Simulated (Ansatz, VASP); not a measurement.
**One calculation of PtSe2, two programs**

File INCAR:

```
SYSTEM = PtSe2
  ALGO = Normal
  EDIFF = 1E-6
  ENCUT = 520
  GGA = PS
  ISIF = 2
  ISMEAR = -1
  IVDW = 13
  LASPH = .True.
  LCHARG = .False.
  LREAL = .False.
  LWAVE = .False.
  NBANDS = 18
  NELM = 100
  PREC = Accurate
  SIGMA = 0.05
```

Contents of KPOINTS:

```
k-points
0
Gamma
  8 8 5
  0 0 0
```

File POSCAR:

```
PtSe2
1.0
    3.7486629704      0.0000000000      0.0000000000
   -1.8743314852      3.2464373626      0.0000000000
    0.0000000000      0.0000000000      5.0955241558
Pt Se
1 2
Direct
    0.0000000000      0.0000000000      0.0000000000
    0.6666666667      0.3333333333      0.7500000000
    0.3333333333      0.6666666667      0.2500000000
```

input.yaml

```yaml
crystal:
  lattice:
    - [3.7486629704, 0.0, 0.0]
    - [-1.8743314852, 3.2464373626, 0.0]
    - [0.0, 0.0, 5.0955241558]
  atoms:
    - { symbol: Pt, position: [0.0, 0.0, 0.0] }
    - { symbol: Se, position: [0.6666666667, 0.3333333333, 0.75] }
    - { symbol: Se, position: [0.3333333333, 0.6666666667, 0.25] }
hamiltonian:
  xc: pbesol
  pseudopotentials: { kind: paw }
  dispersion: d4
kpoints:
  mp_grid: { grid: [8, 8, 5] }
scf:
  occupations: { method: fermi_dirac, width: 0.05 }
output:
  forces: true
  stress: true
  eigenvalues: true
  write_density: true
  write_potential: true
  elf: true
  volumetric_format: npy
```

Alike in both runs: task single point; functional PBEsol; dispersion D4; k mesh 8 × 8 × 5; occupations fermi-dirac, width 0.05 eV; no spin polarisation.

|  | VASP | Ansatz |
| --- | --- | --- |
| version | VASP 6.6.1 | Ansatz 0.2.0 |
| potentials or method | VASP PAW PBE potentials, release 64 (Pt, Se) | Ansatz PAW |
| plane-wave cutoff (eV) | 520 | 420 |
| valence electrons in the cell | 22 | 50 |

VASP gave:

```
gap on the k mesh at the Fermi level (eV)                     : none
pressure (GPa)                                                : -2.5
traceless stress, the component that is largest in VASP (GPa) : -0.36
rms of the force components (eV/Å)                            : 0.055
```

Estimate Ansatz's values.

gap on the k mesh at the Fermi level (eV): none; pressure (GPa): -2.6; traceless stress, the component that is largest in VASP (GPa): -0.33; rms of the force components (eV/Å): 0.048.

VASP's potentials were made for PBE, not for PBEsol. Atom by atom the forces differ by 0.007 eV/Å (rms over components). A gap of «none» marks a metal or a gap that the smearing closes. VASP's potentials hold 22 valence electrons a cell and Ansatz's 50, so a difference there can come from the potentials and not from the codes.

Neither program's run includes spin-orbit coupling.
